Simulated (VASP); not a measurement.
# BaTiO3 (P4/mmm) in VASP: further runs

Runs on BaTiO3. Level: r2SCAN. Tasks: single point.

All numbers are computed with VASP 6.6.1; they aren't measurements. Logs are shortened: lines on timing, memory, paths and dates and some standing lists are left out, and cuts for length are marked.

## Step 1: The cell of the first run

The structure is tetragonal, space group P4/mmm (No. 123). The conventional cell has a = 3.874 Å, b = 3.874 Å, c = 4.089 Å, α = 90.00°, β = 90.00°, γ = 90.00°. Ba (site symmetry 4/mmm) has 12 O at 2.74 to 2.82 Å and 8 Ti at 3.42 Å within 3.6 Å. Within 2.6 Å of Ti (site symmetry 4/mmm) lie 6 O at 1.94 to 2.04 Å. O (site symmetry 4/mmm) has 2 Ti at 2.04 Å and 4 Ba at 2.74 Å and 8 O at 2.82 Å within 2.9 Å. O (site symmetry mmm) has 2 Ti at 1.94 Å within 2.6 Å.

## Step 2: Single point, r2SCAN (epitaxial xy strain -3.0%)

Input file POSCAR:

```
BaTiO3
1.0
    3.8742736248      0.0000000000      0.0000000000
    0.0000000000      3.8742736248      0.0000000000
    0.0000000000      0.0000000000      4.0887514592
Ba Ti O
1 1 3
Direct
    0.0000000000      0.0000000000      0.0000000000
    0.5000000000      0.5000000000      0.5000000000
    0.5000000000      0.5000000000      0.0000000000
    0.5000000000      0.0000000000      0.5000000000
    0.0000000000      0.5000000000      0.5000000000
```

Input file INCAR.step1:

```
PREC = Accurate ; ENCUT = 520
ISMEAR = 0 ; SIGMA = 0.01
LREAL = F ; LASPH = T
NELM = 60 ; NBANDS = 28
GGA = PE ; ALGO = Normal
EDIFF = 1E-4 ; LWAVE = T
LCHARG = F
```

Input file INCAR.step2:

```
PREC = Accurate ; ENCUT = 520
EDIFF = 1E-6 ; ISMEAR = 0
SIGMA = 0.01 ; LREAL = F
LASPH = T ; NELM = 60
ALGO = Normal ; ISIF = 2
LWAVE = F ; LCHARG = F
METAGGA = R2SCAN ; LMIXTAU = T
NBANDS = 28 ; ISTART = 1
```

Input file KPOINTS:

```
regular mesh
0
Gamma
  6 6 6
```

Potentials or basis: VASP PAW PBE potentials, release 64 (Ba_sv, Ti_sv, O).

On the command line:

```sh
> cat potpaw_PBE.64/Ba_sv/POTCAR potpaw_PBE.64/Ti_sv/POTCAR potpaw_PBE.64/O/POTCAR > POTCAR
> cp INCAR.step1 INCAR
> mpirun -np 1 vasp_std > vasp.out
> cp INCAR.step2 INCAR
> mpirun -np 1 vasp_std > vasp.out
```

OUTCAR:

```text
PREC = Accurate
   ENCUT = 520
   EDIFF = 1E-6
   ISMEAR = 0
   LREAL = F
   LASPH = T
   NELM = 60
   ISIF = 2
   METAGGA = R2SCAN
   ISTART = 1

 ion  position               nearest neighbor table
   1  0.000  0.000  0.000-   3 2.74   3 2.74   3 2.74   3 2.74   5 2.82   4 2.82   5 2.82   5 2.82
                             5 2.82   4 2.82   4 2.82   4 2.82   2 3.42   2 3.42   2 3.42   2 3.42
   2  0.500  0.500  0.500-   4 1.94   5 1.94   4 1.94   5 1.94   3 2.04   3 2.04   1 3.42   1 3.42
                             1 3.42   1 3.42   1 3.42   1 3.42   1 3.42   1 3.42
   3  0.500  0.500  0.000-   2 2.04   2 2.04   1 2.74   1 2.74   1 2.74   1 2.74
   4  0.500  0.000  0.500-   2 1.94   2 1.94   1 2.82   1 2.82   1 2.82   1 2.82
   5  0.000  0.500  0.500-   2 1.94   2 1.94   1 2.82   1 2.82   1 2.82   1 2.82

  LATTYP: Found a simple tetragonal cell.
 ALAT       =     3.8742736248
 C/A-ratio  =     1.0553594958

  Lattice vectors:

 A1 = (   3.8742736248,   0.0000000000,   0.0000000000)
 A2 = (   0.0000000000,   3.8742736248,   0.0000000000)
 A3 = (   0.0000000000,   0.0000000000,   4.0887514592)

Analysis of symmetry for initial positions (statically):
=====================================================================
 Subroutine PRICEL returns:
 Original cell was already a primitive cell.

 Routine SETGRP: Setting up the symmetry group for a
 simple tetragonal supercell.

 Subroutine GETGRP returns: Found 16 space group operations
 (whereof 16 operations were pure point group operations)
 out of a pool of 16 trial point group operations.

The static configuration has the point symmetry D_4h.

Analysis of symmetry for dynamics (positions and initial velocities):
=====================================================================
 Subroutine PRICEL returns:
 Original cell was already a primitive cell.

 Routine SETGRP: Setting up the symmetry group for a
 simple tetragonal supercell.

 Subroutine GETGRP returns: Found 16 space group operations
 (whereof 16 operations were pure point group operations)
 out of a pool of 16 trial point group operations.

The dynamic configuration has the point symmetry D_4h.

 Subroutine INISYM returns: Found 16 space group operations
 (whereof 16 operations are pure point group operations),
 and found     1 'primitive' translations

----------------------------------------------------------------------------------------

                                     Primitive cell

  volume of cell :      61.3721

  direct lattice vectors                    reciprocal lattice vectors
     3.874273625  0.000000000  0.000000000     0.258112900  0.000000000  0.000000000
     0.000000000  3.874273625  0.000000000     0.000000000  0.258112900  0.000000000
     0.000000000  0.000000000  4.088751459     0.000000000  0.000000000  0.244573438

  length of vectors
     3.874273625  3.874273625  4.088751459     0.258112900  0.258112900  0.244573438

  position of ions in fractional coordinates (direct lattice)
     0.000000000  0.000000000  0.000000000
     0.500000000  0.500000000  0.500000000
     0.500000000  0.500000000  0.000000000
     0.500000000  0.000000000  0.500000000
     0.000000000  0.500000000  0.500000000

  ion indices of the primitive-cell ions
   primitive index   ion index
                 1           1
                 2           2
                 3           3
                 4           4
                 5           5

----------------------------------------------------------------------------------------

 KPOINTS: regular mesh

Automatic generation of k-mesh.
 Grid dimensions read from file:
 generate k-points for:    6    6    6

 Generating k-lattice:

  Cartesian coordinates                     Fractional coordinates (reciprocal lattice)
     0.043018817  0.000000000  0.000000000     0.166666667  0.000000000  0.000000000
     0.000000000  0.043018817  0.000000000     0.000000000  0.166666667  0.000000000
     0.000000000  0.000000000  0.040762240     0.000000000  0.000000000  0.166666667

  Length of vectors
     0.043018817  0.043018817  0.040762240

  Shift w.r.t. Gamma in fractional coordinates (k-lattice)
     0.000000000  0.000000000  0.000000000

 Subroutine IBZKPT returns following result:
 ===========================================

 Found     40 irreducible k-points:

 Following reciprocal coordinates:
            Coordinates               Weight
  0.000000  0.000000  0.000000      1.000000
  0.166667  0.000000  0.000000      4.000000
  0.333333  0.000000  0.000000      4.000000
  0.500000  0.000000  0.000000      2.000000
  0.166667  0.166667  0.000000      4.000000
  0.333333  0.166667  0.000000      8.000000
[... 16 lines left out ...]
  0.333333  0.000000  0.333333      8.000000
  0.500000  0.000000  0.333333      4.000000
 [... further k-points ...]
   k-points           NKPTS =     40   k-points in BZ     NKDIM =     40   number of bands    NBANDS=     28
   number of dos      NEDOS =    301   number of ions     NIONS =      5
   total plane-waves  NPLWV =  27000
   dimension x,y,z NGX =    30 NGY =   30 NGZ =   30
   dimension x,y,z NGXF=    60 NGYF=   60 NGZF=   60
   ions per type =               1   1   3
   NGX,Y,Z   is equivalent  to a cutoff of  12.87, 12.87, 12.20 a.u.
   NGXF,Y,Z  is equivalent  to a cutoff of  25.75, 25.75, 24.40 a.u.
 SYSTEM =  unknown system
   PREC   = accura    normal or accurate (medium, high low for compatibility)
   ISTART =      1    job   : 0-new  1-cont  2-samecut
   ICHARG =      0    charge: 1-file 2-atom 10-const
   ISPIN  =      1    spin polarized calculation?
   LNONCOLLINEAR =      F non collinear calculations
   LSORBIT =      F    spin-orbit coupling
   LASPH  =      T    aspherical Exc in radial PAW
   ENCUT  =  520.0 eV  38.22 Ry    6.18 a.u.   7.20  7.20  7.60*2*pi/ulx,y,z
   NELM   =     60;   NELMIN=  2; NELMDL=  0     # of ELM steps
   EDIFF  = 0.1E-05   stopping-criterion for ELM
   LREAL  =      F    real-space projection
   EDIFFG = 0.1E-04   stopping-criterion for IOM
   NSW    =      0    number of steps for IOM
   IBRION =     -1    ionic relax: 0-MD 1-quasi-New 2-CG
   NFREE  =      0    steps in history (QN), initial steepest desc. (CG)
   ISIF   =      2    stress and relaxation
   ISYM   =      2    0-nonsym 1-usesym 2-fastsym
   POTIM  = 0.5000    time-step for ionic-motion
   TEBEG  =    0.0;   TEEND  =   0.0 temperature during run
   PSTRESS=    0.0 pullay stress
   NELECT =      40.0000    total number of electrons
   NUPDOWN=      -1.0000    fix difference up-down
   EMIN   =  10.00;   EMAX   =-10.00  energy-range for DOS
   EFERMI =   0.00;   METHOD = LEGACY
   ISMEAR =     0;   SIGMA  =   0.01  broadening in eV -4-tet -1-fermi 0-gaus
   EFERMI_NEDOS =   21; number of points for ismear=-14 and -15
   IALGO  =     38    algorithm
   IMIX   =      4    mixing-type and parameters
     AMIX     =   0.40;   BMIX     =  1.00
     AMIX_MAG =   1.60;   BMIX_MAG =  1.00
  volume/ion in A,a.u.               =      12.27        82.83
  Fermi-wavevector in a.u.,A,eV,Ry     =   1.419399  2.682275 27.411557  2.014693
  Thomas-Fermi vector in A             =   2.540423
   LORBIT       =      0    0 simple, 1 ext, 2 COOP (PROOUT), +10 PAW based schemes
   METAGGA = R2SCAN    functional components
   LHFCALC =     F    Hartree Fock is set to
   AEXX    =    0.0000 exact exchange contribution
   IVDW    =     0    specifies the selected vdW correction
   LEPSILON=     F    determine dielectric tensor
   LRPA    =     F    only Hartree local field effects (RPA)
 non-spin polarized calculation
 Gauss-broadening in eV      SIGMA  =   0.01
  energy-cutoff  :      520.00
  volume of cell :       61.37
 maximum number of plane-waves:      1668
 NGX is ok and might be reduce to    30
   NGX = 15   NGY = 15   NGZ = 15

 number of electron      40.0000023 magnetization

 Free energy of the ion-electron system (eV)
  ---------------------------------------------------
  ext. energy  EPLUGINS =         0.00000000
  ---------------------------------------------------
  free energy    TOTEN  =       -74.05466511 eV

  energy without entropy =      -74.05466511  energy(sigma->0) =      -74.05466511

 E-fermi :   4.0463     XC(G=0): -12.1686

 val. band max:        3.9618834176   @ k =   0.5000   0.5000   0.5000
 cond. band min:       6.0847520990   @ k =   0.0000   0.0000   0.0000
 fundamental gap:      2.1228686815
 Fermi energy:         4.0463435087

 k-point     1 :       0.0000    0.0000    0.0000
  band No.  band energies     occupation
      1     -54.7876      2.00000
      2     -29.9890      2.00000
      3     -29.9890      2.00000
      4     -29.9549      2.00000
      5     -21.5041      2.00000
      6     -14.1627      2.00000
[... 20 lines left out ...]
     27       9.8412      0.00000
     28      12.7418      0.00000

 k-point     2 :       0.1667    0.0000    0.0000
  band No.  band energies     occupation
      1     -54.7872      2.00000
      2     -30.0118      2.00000
      3     -29.9882      2.00000
      4     -29.9540      2.00000
      5     -21.4591      2.00000
      6     -14.1465      2.00000
[... 20 lines left out ...]
     27      10.4259      0.00000
     28      13.4200      0.00000

 k-point     3 :       0.3333    0.0000    0.0000
  band No.  band energies     occupation
      1     -54.7862      2.00000
      2     -30.0568      2.00000
      3     -29.9866      2.00000
      4     -29.9523      2.00000
      5     -21.3662      2.00000
      6     -14.2669      2.00000
[... 20 lines left out ...]
     27      11.7098      0.00000
     28      12.9695      0.00000

 k-point     4 :       0.5000    0.0000    0.0000
  band No.  band energies     occupation
      1     -54.7857      2.00000
      2     -30.0791      2.00000
      3     -29.9858      2.00000
      4     -29.9515      2.00000
      5     -21.3182      2.00000
      6     -14.3658      2.00000
[... 578 lines left out ...]
     27      12.0523      0.00000
     28      13.6494      0.00000

 k-point    23 :       0.3333    0.0000    0.3333
  band No.  band energies     occupation
      1     -54.7856      2.00000
      2     -30.0547      2.00000
      3     -29.9863      2.00000
      4     -29.9854      2.00000
      5     -21.3012      2.00000
      6     -14.1243      2.00000
[... 20 lines left out ...]
     27      13.2213      0.00000
     28      13.4782      0.00000

 k-point    24 :       0.5000    0.0000    0.3333
  band No.  band energies     occupation
      1     -54.7851      2.00000
      2     -30.0766      2.00000
      3     -29.9851      2.00000
      4     -29.9847      2.00000
      5     -21.2652      2.00000
      6     -14.0664      2.00000
[... 20 lines left out ...]
     27      12.9426      0.00000
     28      14.2264      0.00000

 [... further k-points ...]

------------------------ aborting loop because EDIFF is reached ----------------------------------------

  FORCE on cell =-STRESS in cart. coord.  units (eV):
  Direction    XX          YY          ZZ          XY          YZ          ZX
  --------------------------------------------------------------------------------------
  -------------------------------------------------------------------------------------
  Total        5.6397479      5.6397479      0.7551574      0.0000000      0.0000000      0.0000000
  in kB      147.2309055    147.2309055     19.7140921      0.0000000      0.0000000      0.0000000
  external PRESSURE =     104.7253010 kB  Pullay stress =       0.0000000 kB

 VOLUME and BASIS-vectors are now :
 -----------------------------------------------------------------------------
  energy-cutoff  :      520.00
  volume of cell :       61.37
      direct lattice vectors                 reciprocal lattice vectors
     3.874273625  0.000000000  0.000000000     0.258112900  0.000000000  0.000000000
     0.000000000  3.874273625  0.000000000     0.000000000  0.258112900  0.000000000
     0.000000000  0.000000000  4.088751459     0.000000000  0.000000000  0.244573438

 POSITION                                       TOTAL-FORCE (eV/Angst)
 -----------------------------------------------------------------------------------
      0.00000      0.00000      0.00000         0.000000      0.000000      0.000000
      1.93714      1.93714      2.04438         0.000000      0.000000      0.000000
      1.93714      1.93714      0.00000         0.000000      0.000000      0.000000
      1.93714      0.00000      2.04438         0.000000      0.000000      0.000000
      0.00000      1.93714      2.04438         0.000000      0.000000      0.000000
 -----------------------------------------------------------------------------------
    total drift:                                0.000000      0.000000     -0.000000

  FREE ENERGIE OF THE ION-ELECTRON SYSTEM (eV)
  ---------------------------------------------------
  free  energy   TOTEN  =       -74.0546651129 eV

  energy  without entropy=      -74.0546651129  energy(sigma->0) =      -74.05466511
```

Wall time 2.5 min (1 thread of AMD EPYC 9R45 (Zen 5), shared host); peak memory 0.19 GiB.

Results:

```yaml
Free_energy: -74.0547 eV
Pressure: 10.5 GPa
Band_gap_on_the_k_mesh: 2.12 eV (least direct gap 2.29 eV)
```

Caveat: the cell differs from its parent crystal (epitaxial xy strain -3.0%); the stress differs along the axes, from 2 to 15 GPa; the PAW data sets were made with another functional, which shifts forces and pressure a little; spin-orbit coupling is left out, which moves the levels of the heavy elements. A k mesh can miss the band edges.

## Step 3: Single point, r2SCAN (epitaxial xy strain -2.0%)

Edit POSCAR of step 2 so:

```diff
@@ -2,5 +2,5 @@
 1.0
-    3.8742736248      0.0000000000      0.0000000000
-    0.0000000000      3.8742736248      0.0000000000
-    0.0000000000      0.0000000000      4.0887514592
+    3.9142145900      0.0000000000      0.0000000000
+    0.0000000000      3.9142145900      0.0000000000
+    0.0000000000      0.0000000000      4.0555254761
 Ba Ti O
```

Input file INCAR.step1:

```
  PREC = Accurate
  ENCUT = 520
  ISMEAR = 0
  SIGMA = 0.01
  LREAL = False
  LASPH = True
  NELM = 80
  NBANDS = 28
  GGA = PE
  ALGO = Normal
  EDIFF = 1E-4
  LWAVE = True
  LCHARG = False
```

Input file INCAR.step2:

```
  PREC = Accurate
  ENCUT = 520
  EDIFF = 1E-6
  ISMEAR = 0
  SIGMA = 0.01
  LREAL = False
  LASPH = True
  NELM = 80
  ALGO = Normal
  ISIF = 2
  LWAVE = False
  LCHARG = False
  METAGGA = R2SCAN
  LMIXTAU = True
  NBANDS = 28
  ISTART = 1
```

Input file KPOINTS:

```
Automatic mesh
0
Gamma
  6 6 6
```

Potentials or basis: VASP PAW PBE potentials, release 64 (Ba_sv, Ti_sv, O).

On the command line:

```sh
> cat potpaw_PBE.64/Ba_sv/POTCAR potpaw_PBE.64/Ti_sv/POTCAR potpaw_PBE.64/O/POTCAR > POTCAR
> cp INCAR.step1 INCAR
> mpirun -np 1 vasp_std > vasp.out
> cp INCAR.step2 INCAR
> mpirun -np 1 vasp_std > vasp.out
```

Run time: 2.3 min. Hardware: 1 thread of AMD EPYC 9R45 (Zen 5), shared host; peak memory 0.19 GiB.

It converged, with:

| Quantity | Value |
| --- | --- |
| Free energy | -74.1470 eV |
| Pressure | 7.3 GPa |
| Band gap on the k mesh | 2.13 eV (least direct gap 2.29 eV) |

Stress tensor (GPa, compression positive):
```
10.01  0.00  0.00
 0.00 10.01  0.00
 0.00  0.00  1.97
```

Levels at points of the mesh, in eV from the valence-band top:
```tsv
k point	band 16	band 17	band 18	band 19	band 20	band 21	band 22	band 23	band 24	band 25
(0.00, 0.00, 0.00)	-1.17	-1.17	-0.21	-0.16	-0.16	2.13	2.13	2.20	4.20	4.48
(0.50, 0.00, 0.00)	-2.06	-2.05	-1.97	-0.84	-0.78	2.31	4.07	4.09	4.28	6.67
(0.50, 0.50, 0.00)	-3.01	-1.81	-0.71	-0.71	-0.07	4.09	4.09	4.58	5.08	8.71
(0.00, 0.00, 0.50)	-2.06	-1.64	-1.64	-0.77	-0.77	2.34	3.76	3.76	4.50	6.42
(0.50, 0.00, 0.50)	-2.67	-1.82	-1.04	-1.03	-0.20	3.78	4.10	4.39	5.42	8.24
(0.50, 0.50, 0.50)	-2.36	-2.36	-0.07	-0.07	0.00	4.66	4.66	4.83	7.42	7.42
```

Caveat: the cell differs from its parent crystal (epitaxial xy strain -2.0%); the stress differs along the axes, from 2 to 10 GPa; the PAW data sets were made with another functional, which shifts forces and pressure a little; spin-orbit coupling is left out, which moves the levels of the heavy elements. A k mesh can miss the band edges.

## Step 4: Single point, r2SCAN (epitaxial xy strain -1.0%)

Edit POSCAR of step 3 so:

```diff
@@ -2,5 +2,5 @@
 1.0
-    3.9142145900      0.0000000000      0.0000000000
-    0.0000000000      3.9142145900      0.0000000000
-    0.0000000000      0.0000000000      4.0555254761
+    3.9541555552      0.0000000000      0.0000000000
+    0.0000000000      3.9541555552      0.0000000000
+    0.0000000000      0.0000000000      4.0237923827
 Ba Ti O
```

Input file INCAR.step1:

```
SYSTEM = BaTiO3
  PREC = Accurate
  ENCUT = 520
  ISMEAR = 0
  SIGMA = 0.01
  LREAL = .False.
  LASPH = .True.
  NELM = 100
  NBANDS = 28
  GGA = PE
  ALGO = Normal
  EDIFF = 1E-4
  LWAVE = .True.
  LCHARG = .False.
```

Input file INCAR.step2:

```
SYSTEM = BaTiO3
  PREC = Accurate
  ENCUT = 520
  EDIFF = 1E-7
  ISMEAR = 0
  SIGMA = 0.01
  LREAL = .False.
  LASPH = .True.
  NELM = 100
  ALGO = Normal
  ISIF = 2
  LWAVE = .False.
  LCHARG = .False.
  METAGGA = R2SCAN
  LMIXTAU = .True.
  NBANDS = 28
  ISTART = 1
```

Input file KPOINTS:

```
Automatic mesh
0
Gamma
  6 6 6
  0 0 0
```

On the command line:

```sh
> cat potpaw_PBE.64/Ba_sv/POTCAR potpaw_PBE.64/Ti_sv/POTCAR potpaw_PBE.64/O/POTCAR > POTCAR
> cp INCAR.step1 INCAR
> mpirun -np 1 vasp_std > vasp.out
> cp INCAR.step2 INCAR
> mpirun -np 1 vasp_std > vasp.out
```

Run time: 2.1 min. Hardware: 1 thread of AMD EPYC 9R45 (Zen 5), shared host; peak memory 0.19 GiB.

It converged, with:

```yaml
Free_energy: -74.2041 eV
Pressure: 4.5 GPa
Band_gap_on_the_k_mesh: 2.14 eV (least direct gap 2.30 eV)
```

Stress tensor (GPa, compression positive):
```
5.79 0.00 0.00
0.00 5.79 0.00
0.00 0.00 2.00
```

Levels at points of the mesh, in eV from the valence-band top:
```csv
k point,band 18,band 19,band 20,band 21,band 22,band 23
"(0.00, 0.00, 0.00)",-0.18,-0.16,-0.16,2.14,2.14,2.18
"(0.50, 0.00, 0.00)",-1.94,-0.79,-0.76,2.31,3.98,3.99
"(0.50, 0.50, 0.00)",-0.80,-0.80,-0.08,3.99,3.99,4.46
"(0.00, 0.00, 0.50)",-1.74,-0.76,-0.76,2.32,3.83,3.83
"(0.50, 0.00, 0.50)",-0.96,-0.95,-0.14,3.84,3.99,4.36
"(0.50, 0.50, 0.50)",-0.03,-0.03,0.00,4.62,4.62,4.71
```

Caveat: the cell differs from its parent crystal (epitaxial xy strain -1.0%); the cell stands under pressure; the PAW data sets were made with another functional, which shifts forces and pressure a little; spin-orbit coupling is left out, which moves the levels of the heavy elements.

## Step 5: Summary

```tsv
cell	gap on the mesh (eV)	pressure (GPa)
a = 3.874, b = 3.874, c = 4.089 Å, 5 atoms	2.12	10.5
a = 3.914, b = 3.914, c = 4.056 Å, 5 atoms	2.13	7.3
a = 3.954, b = 3.954, c = 4.024 Å, 5 atoms	2.14	4.5
```

Alike in all rows: task single point; level r2SCAN; potentials or basis VASP PAW PBE potentials, release 64 (Ba_sv, Ti_sv, O); no spin polarisation; k mesh 6 × 6 × 6; cutoff (eV) 520; smearing gaussian 0.01 eV.

Caveats: the PAW data sets were made with another functional, which shifts forces and pressure a little; spin-orbit coupling is left out, which moves the levels of the heavy elements; the stress differs along the axes, from 2 to 15 GPa (at least some runs); the stress differs along the axes, from 2 to 10 GPa (at least some runs); the cell stands under pressure (at least some runs).

Absolute energies hang on the potentials; compare differences alone.
